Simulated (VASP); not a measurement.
# CuO (Cccm) in VASP: a series of runs

CuO is run at these levels: r2SCAN, LDA, PBEsol; tasks: single point.

Program: VASP 6.6.1. These are calculated values, not measurements. Logs are shortened: lines on timing, memory, paths and dates and some standing lists are left out, and cuts for length are marked.

## (1) The cell of the first run

It takes space group Cccm (No. 66, orthorhombic). Conventional cell: a = 4.060 Å, b = 4.392 Å, c = 5.257 Å, α = 90.00°, β = 90.00°, γ = 90.00°. Within 2.6 Å of Cu (site symmetry 2/m) lie 4 O at 1.99 Å. Within 2.7 Å of O (site symmetry 222) lie 4 Cu at 1.99 Å and 2 O at 2.63 Å.

## (2) Single point, r2SCAN

Input file POSCAR:

```
CuO
1.0
    2.0300165018     -2.1957871937      0.0000000000
    2.0300165018      2.1957871937      0.0000000000
    0.0000000000      0.0000000000      5.2570503003
Cu O
2 2
Direct
    0.5000000000      0.0000000000      0.0000000000
    0.0000000000      0.5000000000      0.5000000000
    0.5000000000      0.5000000000      0.2500000000
    0.5000000000      0.5000000000      0.7500000000
```

Input file INCAR.step1:

```
PREC = Accurate
ENCUT = 520
ISMEAR = -1
SIGMA = 0.05
LREAL = F
LASPH = T
NELM = 100
NBANDS = 25
GGA = PE
ALGO = Normal
EDIFF = 1E-4
LWAVE = T
LCHARG = F
```

Input file INCAR.step2:

```
PREC = Accurate
ENCUT = 520
EDIFF = 1E-7
ISMEAR = -1
SIGMA = 0.05
LREAL = F
LASPH = T
NELM = 100
ALGO = Normal
ISIF = 2
LWAVE = F
LCHARG = T
METAGGA = R2SCAN
LMIXTAU = T
LELF = T
LVHAR = T
NBANDS = 25
ISTART = 1
```

Input file KPOINTS:

```
Automatic mesh
0
Gamma
  9 9 5
```

Potentials or basis: VASP PAW PBE potentials, release 64 (Cu, O).

Run with:

```console
$ cat potpaw_PBE.64/Cu/POTCAR potpaw_PBE.64/O/POTCAR > POTCAR
$ cp INCAR.step1 INCAR
$ mpirun -np 1 vasp_std > vasp.out
$ cp INCAR.step2 INCAR
$ mpirun -np 1 vasp_std > vasp.out
```

OUTCAR:

```text
PREC = Accurate
   ENCUT = 520
   EDIFF = 1E-7
   ISMEAR = -1
   LREAL = F
   LASPH = T
   NELM = 100
   ISIF = 2
   METAGGA = R2SCAN
   ISTART = 1

 ion  position               nearest neighbor table
   1  0.500  0.000  0.000-   3 1.99   4 1.99   3 1.99   4 1.99
   2  0.000  0.500  0.500-   3 1.99   4 1.99   3 1.99   4 1.99
   3  0.500  0.500  0.250-   1 1.99   2 1.99   1 1.99   2 1.99
   4  0.500  0.500  0.750-   1 1.99   2 1.99   1 1.99   2 1.99

  LATTYP: Found a base centered orthorhombic cell.
 ALAT       =     4.0600330036
 B/A-ratio  =     1.0816597756
 C/A-ratio  =     1.2948294498

  Lattice vectors:

 A1 = (   2.0300165018,  -2.1957871937,   0.0000000000)
 A2 = (   2.0300165018,   2.1957871937,   0.0000000000)
 A3 = (   0.0000000000,   0.0000000000,   5.2570503003)

Analysis of symmetry for initial positions (statically):
=====================================================================
 Subroutine PRICEL returns:
 Original cell was already a primitive cell.

 Routine SETGRP: Setting up the symmetry group for a
 base centered orthorhombic supercell.

 Subroutine GETGRP returns: Found  8 space group operations
 (whereof  4 operations were pure point group operations)
 out of a pool of  8 trial point group operations.

The static configuration has the point symmetry C_2h.
 The point group associated with its full space group is D_2h.

Analysis of symmetry for dynamics (positions and initial velocities):
=====================================================================
 Subroutine PRICEL returns:
 Original cell was already a primitive cell.

 Routine SETGRP: Setting up the symmetry group for a
 base centered orthorhombic supercell.

 Subroutine GETGRP returns: Found  8 space group operations
 (whereof  4 operations were pure point group operations)
 out of a pool of  8 trial point group operations.

The dynamic configuration has the point symmetry C_2h.
 The point group associated with its full space group is D_2h.

 Subroutine INISYM returns: Found  8 space group operations
 (whereof  4 operations are pure point group operations),
 and found     1 'primitive' translations

----------------------------------------------------------------------------------------

                                     Primitive cell

  volume of cell :      46.8664

  direct lattice vectors                    reciprocal lattice vectors
     2.030016502 -2.195787194  0.000000000     0.246303417 -0.227708770  0.000000000
     2.030016502  2.195787194  0.000000000     0.246303417  0.227708770  0.000000000
     0.000000000  0.000000000  5.257050300     0.000000000  0.000000000  0.190220740

  length of vectors
     2.990392683  2.990392683  5.257050300     0.335435026  0.335435026  0.190220740

  position of ions in fractional coordinates (direct lattice)
     0.500000000  0.000000000  0.000000000
     0.000000000  0.500000000  0.500000000
     0.500000000  0.500000000  0.250000000
     0.500000000  0.500000000  0.750000000

  ion indices of the primitive-cell ions
   primitive index   ion index
                 1           1
                 2           2
                 3           3
                 4           4

----------------------------------------------------------------------------------------

 KPOINTS: Automatic mesh

Automatic generation of k-mesh.
 Grid dimensions read from file:
 generate k-points for:    9    9    5

 Generating k-lattice:

  Cartesian coordinates                     Fractional coordinates (reciprocal lattice)
     0.027367046 -0.025300974  0.000000000     0.111111111 -0.000000000  0.000000000
     0.027367046  0.025300974  0.000000000    -0.000000000  0.111111111  0.000000000
     0.000000000  0.000000000  0.038044148     0.000000000  0.000000000  0.200000000

  Length of vectors
     0.037270558  0.037270558  0.038044148

  Shift w.r.t. Gamma in fractional coordinates (k-lattice)
     0.000000000  0.000000000  0.000000000

 Subroutine IBZKPT returns following result:
 ===========================================

[... 48 lines left out ...]
 Fermi energy:         3.9654011844

 k-point     1 :       0.0000    0.0000    0.0000
  band No.  band energies     occupation
      1     -16.4279      2.00000
      2     -15.3117      2.00000
      3      -3.7497      2.00000
      4      -1.2700      2.00000
      5      -1.1209      2.00000
      6       0.4611      2.00000
[... 17 lines left out ...]
     24      18.8958      0.00000
     25      19.3106      0.00000

 k-point     2 :       0.1111   -0.0000    0.0000
  band No.  band energies     occupation
      1     -16.3730      2.00000
      2     -15.2936      2.00000
      3      -3.6432      2.00000
      4      -1.2940      2.00000
      5      -1.1256      2.00000
      6      -0.1971      2.00000
[... 17 lines left out ...]
     24      19.0614      0.00000
     25      19.3457      0.00000

 k-point     3 :       0.2222   -0.0000    0.0000
  band No.  band energies     occupation
      1     -16.2299      2.00000
      2     -15.2468      2.00000
      3      -3.3602      2.00000
      4      -1.3762      2.00000
      5      -1.2419      2.00000
      6      -1.0724      2.00000
[... 17 lines left out ...]
     24      19.1266      0.00000
     25      19.3424      0.00000

 k-point     4 :       0.3333    0.0000    0.0000
  band No.  band energies     occupation
      1     -16.0589      2.00000
      2     -15.1931      2.00000
      3      -3.0124      2.00000
      4      -2.1588      2.00000
      5      -1.4138      2.00000
      6      -0.9860      2.00000
[... 17 lines left out ...]
     24      18.2066      0.00000
     25      19.1285      0.00000
[... 477 lines left out ...]
 k-point    22 :      -0.4444    0.3333    0.0000
  band No.  band energies     occupation
      1     -15.6181      2.00000
      2     -15.0714      2.00000
      3      -2.4141      2.00000
      4      -1.9468      2.00000
      5      -1.7796      2.00000
      6      -1.1221      2.00000
[... 17 lines left out ...]
     24      16.0350      0.00000
     25      17.1510      0.00000

 k-point    23 :      -0.3333    0.3333    0.0000
  band No.  band energies     occupation
      1     -15.7290      2.00000
      2     -15.1022      2.00000
      3      -2.2337      2.00000
      4      -2.0529      2.00000
      5      -1.6963      2.00000
      6      -1.1781      2.00000
[... 17 lines left out ...]
     24      16.4522      0.00000
     25      17.5020      0.00000

 k-point    24 :       0.4444    0.4444    0.0000
  band No.  band energies     occupation
      1     -15.5109      2.00000
      2     -15.0433      2.00000
      3      -2.4521      2.00000
      4      -2.1658      2.00000
      5      -1.6091      2.00000
      6      -1.0693      2.00000
[... 17 lines left out ...]
     24      15.7403      0.00000
     25      16.0525      0.00000

 [... further k-points ...]

------------------------ aborting loop because EDIFF is reached ----------------------------------------

  FORCE on cell =-STRESS in cart. coord.  units (eV):
  Direction    XX          YY          ZZ          XY          YZ          ZX
  --------------------------------------------------------------------------------------
  -------------------------------------------------------------------------------------
  Total       -2.8282558     -3.3647106     -4.1605368      0.0000000      0.0000000      0.0000000
  in kB      -96.6868300   -115.0260905   -142.2322256      0.0000000      0.0000000      0.0000000
  external PRESSURE =    -117.9817154 kB  Pullay stress =       0.0000000 kB

 VOLUME and BASIS-vectors are now :
 -----------------------------------------------------------------------------
  energy-cutoff  :      520.00
  volume of cell :       46.87
      direct lattice vectors                 reciprocal lattice vectors
     2.030016502 -2.195787194  0.000000000     0.246303417 -0.227708770  0.000000000
     2.030016502  2.195787194  0.000000000     0.246303417  0.227708770  0.000000000
     0.000000000  0.000000000  5.257050300     0.000000000  0.000000000  0.190220740

 POSITION                                       TOTAL-FORCE (eV/Angst)
 -----------------------------------------------------------------------------------
      1.01501     -1.09789      0.00000        -0.000000      0.000000     -0.000000
      1.01501      1.09789      2.62853         0.000000      0.000000     -0.000000
      2.03002      0.00000      1.31426         0.000000      0.000000     -0.000000
      2.03002      0.00000      3.94279         0.000000     -0.000000      0.000000
 -----------------------------------------------------------------------------------
    total drift:                                0.000000     -0.000000     -0.000000

  FREE ENERGIE OF THE ION-ELECTRON SYSTEM (eV)
  ---------------------------------------------------
  free  energy   TOTEN  =       -36.3317857623 eV

  energy  without entropy=      -36.3117729969  energy(sigma->0) =      -36.32177938
```

Run time: 1.7 min. Hardware: 1 thread of Intel Xeon 6975P-C (Granite Rapids), shared host; peak memory 0.22 GiB.

What came out:

- Free energy: -36.3318 eV
- Pressure: -11.8 GPa
- Band gap on the k mesh: zero (bands 17 and 18 overlap by 0.81 eV)

Stress tensor (GPa, compression positive):
```
 -9.67   0.00   0.00
  0.00 -11.50   0.00
  0.00   0.00 -14.22
```

Caveat: the cell stands under tension; the PAW data sets were made with another functional, which shifts forces and pressure a little; semilocal functionals often make such compounds metallic where correlation or magnetic order opens a gap, which also shifts bond lengths.

## (3) Single point, LDA (10.39 Å³/atom)

This run uses another cell than the first one, of 10.39 Å³/atom.

Input file INCAR:

```
SYSTEM = CuO
PREC = Accurate
ENCUT = 520
EDIFF = 1E-7
ISMEAR = -1
SIGMA = 0.05
LREAL = .FALSE.
LASPH = .TRUE.
NELM = 100
ALGO = Normal
ISIF = 2
LWAVE = .FALSE.
LCHARG = .FALSE.
NBANDS = 25
```

Input file KPOINTS:

```
Automatic mesh
0
G
  9 9 5
  0 0 0
```

Input file POSCAR:

```
CuO
1.0
    1.9503245957     -2.1095876644      0.0000000000
    1.9503245957      2.1095876644      0.0000000000
    0.0000000000      0.0000000000      5.0506754463
Cu O
2 2
Direct
    0.5000000000      0.0000000000      0.0000000000
    0.0000000000      0.5000000000      0.5000000000
    0.5000000000      0.5000000000      0.2500000000
    0.5000000000      0.5000000000      0.7500000000
```

Potentials or basis: VASP PAW LDA potentials, release 64 (Cu, O).

Run with:

```console
$ cat potpaw_LDA.64/Cu/POTCAR potpaw_LDA.64/O/POTCAR > POTCAR
$ mpirun -np 1 vasp_std > vasp.out
```

Run time: 70 s. Hardware: 1 thread of Intel Xeon Platinum 8375C at 2.90GHz (Ice Lake), shared host; peak memory 0.19 GiB.

It converged, with:

| Quantity | Value |
| --- | --- |
| Free energy | -23.3259 eV |
| Pressure | -1.4 GPa |
| Band gap on the k mesh | zero (bands 17 and 18 overlap by 0.92 eV) |

Stress tensor (GPa, compression positive):
```
-0.91  0.00  0.00
 0.00 -2.15  0.00
 0.00  0.00 -1.23
```

Levels at points of the mesh, in eV from the Fermi level:
```csv
k point,band 14,band 15,band 16,band 17,band 18,band 19,band 20,band 21
"(0.00, 0.00, 0.00)",-2.56,-2.48,-2.01,0.64,0.83,1.64,6.15,7.56
```

Caveat: semilocal functionals often make such compounds metallic where correlation or magnetic order opens a gap, which also shifts bond lengths.

## (4) Single point, LDA (10.83 Å³/atom)

This run uses another cell than the first one, of 10.83 Å³/atom.

Input file INCAR:

```
ALGO = Normal
EDIFF = 1E-7
ENCUT = 520
GGA = CA
ISIF = 2
ISMEAR = -1
LASPH = T
LCHARG = F
LREAL = F
LWAVE = F
NBANDS = 25
NELM = 80
PREC = Accurate
SIGMA = 0.05
```

Input file KPOINTS:

```
k-points
0
Gamma
  9 9 5
```

Input file POSCAR:

```
CuO
1.0
    1.9776053960     -2.1390962088      0.0000000000
    1.9776053960      2.1390962088      0.0000000000
    0.0000000000      0.0000000000      5.1213234137
Cu O
2 2
Direct
    0.5000000000      0.0000000000      0.0000000000
    0.0000000000      0.5000000000      0.5000000000
    0.5000000000      0.5000000000      0.2500000000
    0.5000000000      0.5000000000      0.7500000000
```

Run with:

```console
$ cat potpaw_LDA.64/Cu/POTCAR potpaw_LDA.64/O/POTCAR > POTCAR
$ mpirun -np 1 vasp_std > vasp.out
```

It took 68 s on 1 thread of Intel Xeon Platinum 8375C at 2.90GHz (Ice Lake), shared host; peak memory 0.19 GiB.

The run converged. Its results:

* Free energy: -23.2721 eV
* Pressure: -8.5 GPa
* Band gap on the k mesh: zero (bands 17 and 18 overlap by 0.89 eV)

Stress tensor (GPa, compression positive):
```
 -6.69   0.00   0.00
  0.00  -8.56   0.00
  0.00   0.00 -10.19
```

Levels at points of the mesh, in eV from the Fermi level:
```tsv
k point	band 14	band 15	band 16	band 17	band 18	band 19	band 20	band 21
(0.00, 0.00, 0.00)	-2.41	-2.34	-1.91	0.62	0.81	1.52	6.12	7.36
```

Caveat: the cell stands under tension; semilocal functionals often make such compounds metallic where correlation or magnetic order opens a gap, which also shifts bond lengths. With open d or f shells a metallic result of LDA can be an artefact of self-interaction; +U or a hybrid may open a gap.

## (5) Single point, LDA (11.50 Å³/atom)

This run uses another cell than the first one, of 11.50 Å³/atom.

Input file INCAR:

```
SYSTEM = CuO
PREC     = Accurate       ! precision mode
ENCUT    = 520            ! plane-wave cutoff, eV
EDIFF    = 1E-7           ! SCF threshold, eV
ISMEAR   = -1             ! smearing method
SIGMA    = 0.05           ! smearing width, eV
LREAL    = .False.        ! projectors in reciprocal space
LASPH    = .True.         ! aspherical terms in the spheres
NELM     = 60             ! most SCF steps
ALGO     = Normal         ! electronic algorithm
ISIF     = 2              ! what is computed and relaxed
LWAVE    = .False.        ! write WAVECAR
LCHARG   = .False.        ! write CHGCAR
NBANDS   = 25             ! bands
```

Input file KPOINTS:

```
Automatic mesh
0
Gamma
  9 9 5
  0 0 0
```

Input file POSCAR:

```
CuO
1.0
    2.0171679519     -2.1818894341      0.0000000000
    2.0171679519      2.1818894341      0.0000000000
    0.0000000000      0.0000000000      5.2237769386
Cu O
2 2
Direct
    0.5000000000      0.0000000000      0.0000000000
    0.0000000000      0.5000000000      0.5000000000
    0.5000000000      0.5000000000      0.2500000000
    0.5000000000      0.5000000000      0.7500000000
```

Run with:

```console
$ cat potpaw_LDA.64/Cu/POTCAR potpaw_LDA.64/O/POTCAR > POTCAR
$ mpirun -np 1 vasp_std > vasp.out
```

Wall time 55 s (1 thread of Intel Xeon Platinum 8375C at 2.90GHz (Ice Lake), shared host); peak memory 0.19 GiB.

It converged, with:

```yaml
Free_energy: -23.0664 eV
Pressure: -16.3 GPa
Band_gap_on_the_k_mesh: zero (bands 17 and 18 overlap by 0.84 eV)
```

Stress tensor (GPa, compression positive):
```
-13.10   0.00   0.00
  0.00 -15.63   0.00
  0.00   0.00 -20.14
```

Levels at points of the mesh, in eV from the Fermi level:
```tsv
k point	band 13	band 14	band 15	band 16	band 17	band 18	band 19	band 20	band 21	band 22
(0.00, 0.00, 0.00)	-2.22	-2.22	-2.15	-1.76	0.59	0.77	1.36	6.06	7.07	13.05
```

Caveat: the stress differs along the axes, from -20 to -13 GPa; semilocal functionals often make such compounds metallic where correlation or magnetic order opens a gap, which also shifts bond lengths.

## (6) Single point, PBEsol

This run uses another cell than the first one, of 11.28 Å³/atom.

Input file INCAR:

```
ALGO = Normal ; EDIFF = 1E-6
ENCUT = 1340 ; GGA = PS
GGA_COMPAT = False ; ISIF = 2
ISMEAR = -1 ; LASPH = True
LCHARG = False ; LREAL = False
LWAVE = False ; NBANDS = 33
NELM = 120 ; PREC = Accurate
SIGMA = 0.05
```

Input file KPOINTS:

```
k-points
0
Gamma
  8 8 5
```

Input file POSCAR:

```
CuO
1.0
    2.0108776800     -2.1750855000      0.0000000000
    2.0108776800      2.1750855000      0.0000000000
    0.0000000000      0.0000000000      5.1559280000
Cu O
2 2
Direct
    0.5000000000      0.0000000000      0.0000000000
    0.0000000000      0.5000000000      0.5000000000
    0.5000000000      0.5000000000      0.2500000000
    0.5000000000      0.5000000000      0.7500000000
```

Potentials or basis: VASP PAW PBE potentials, release 64 (Cu_sv_GW, O_h).

Run with:

```console
$ cat potpaw_PBE.64/Cu_sv_GW/POTCAR potpaw_PBE.64/O_h/POTCAR > POTCAR
$ mpirun -np 1 vasp_std > vasp.out
```

It took 3.6 min on 1 thread of Intel Xeon 6975P-C (Granite Rapids), shared host; peak memory 0.53 GiB.

It converged, with:

```yaml
Free_energy: -21.6165 eV
Pressure: -8.8 GPa
Band_gap_on_the_k_mesh: zero (bands 25 and 26 overlap by 0.86 eV)
```

Stress tensor (GPa, compression positive):
```
 -7.21   0.00   0.00
  0.00  -9.14   0.00
  0.00   0.00 -10.06
```

Levels at points of the mesh, in eV from the Fermi level:
| k point | band 23 | band 24 | band 25 | band 26 | band 27 | band 28 |
| --- | --- | --- | --- | --- | --- | --- |
| (0.00, 0.00, 0.00) | -2.20 | -1.78 | 0.61 | 0.79 | 1.30 | 5.92 |
| (0.50, 0.00, 0.00) | -1.50 | -1.45 | 0.24 | 0.49 | 3.66 | 5.76 |
| (0.50, 0.50, 0.00) | -1.57 | -1.16 | -1.11 | 1.13 | 2.09 | 7.16 |

Caveat: the cell stands under tension; the PAW data sets were made with another functional, which shifts forces and pressure a little; semilocal functionals often make such compounds metallic where correlation or magnetic order opens a gap, which also shifts bond lengths. With open d or f shells a metallic result of PBEsol can be an artefact of self-interaction; +U or a hybrid may open a gap.

## (7) Overview

| level | potentials or basis | cell | k mesh | cutoff (eV) | gap on the mesh (eV) | pressure (GPa) |
| --- | --- | --- | --- | --- | --- | --- |
| r2SCAN | VASP PAW PBE potentials, release 64 (Cu, O) | a = 2.990, b = 2.990, c = 5.257 Å, angles 90.0, 90.0, 94.5°, 4 atoms | 9 × 9 × 5 | 520 | none | -11.8 |
| LDA | VASP PAW LDA potentials, release 64 (Cu, O) | a = 2.873, b = 2.873, c = 5.051 Å, angles 90.0, 90.0, 94.5°, 4 atoms | 9 × 9 × 5 | 520 | none | -1.4 |
| LDA | VASP PAW LDA potentials, release 64 (Cu, O) | a = 2.913, b = 2.913, c = 5.121 Å, angles 90.0, 90.0, 94.5°, 4 atoms | 9 × 9 × 5 | 520 | none | -8.5 |
| LDA | VASP PAW LDA potentials, release 64 (Cu, O) | a = 2.971, b = 2.971, c = 5.224 Å, angles 90.0, 90.0, 94.5°, 4 atoms | 9 × 9 × 5 | 520 | none | -16.3 |
| PBEsol | VASP PAW PBE potentials, release 64 (Cu_sv_GW, O_h) | a = 2.962, b = 2.962, c = 5.156 Å, angles 90.0, 90.0, 94.5°, 4 atoms | 8 × 8 × 5 | 1340 | none | -8.8 |

Alike in all rows: task single point; no spin polarisation; smearing fermi-dirac 0.05 eV.

Caveats: semilocal functionals often make such compounds metallic where correlation or magnetic order opens a gap, which also shifts bond lengths; the cell stands under tension (at least some runs); the PAW data sets were made with another functional, which shifts forces and pressure a little (at least some runs); the stress differs along the axes, from -20 to -13 GPa (at least some runs).

Absolute energies hang on the potentials; compare differences alone.
